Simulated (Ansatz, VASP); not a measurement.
## Two plane-wave programs on BeP3

```xyz
4
Lattice="-1.6539 1.6539 5.0390 1.6539 -1.6539 5.0390 1.6539 1.6539 -5.0390" Properties=species:S:1:pos:R:3 pbc="T T T"
Be    0.0000    0.0000    0.0000
P     0.0000    0.0000    5.0390
P     1.6539    0.0000    2.5195
P     0.0000    1.6539    2.5195
```

Alike in both runs: functional PBE; k mesh 6 × 6 × 6; occupations gaussian, width 0.1 eV; no spin polarisation.

Ansatz relaxed the structure, and its values are those at the end. VASP's run is a single point on that final structure, the one shown.

|  | VASP | Ansatz |
| --- | --- | --- |
| version | VASP 6.6.1 | Ansatz 0.2.0 |
| potentials or method | VASP PAW PBE potentials, release 64 (Be, P), cutoff 520 eV | scalar-relativistic, plane waves, PAW |
| valence electrons in the cell | 17 | 17 |

VASP gave:

```
gap on the k mesh at the Fermi level (eV) : none
pressure (GPa)                            : 0.0
```

Task: Which values does Ansatz return?

Result: gap on the k mesh at the Fermi level (eV): none; pressure (GPa): 0.1.

A gap of «none» marks a metal or a gap that the smearing closes.

The k mesh is coarse, so the values compare programs but aren't converged.
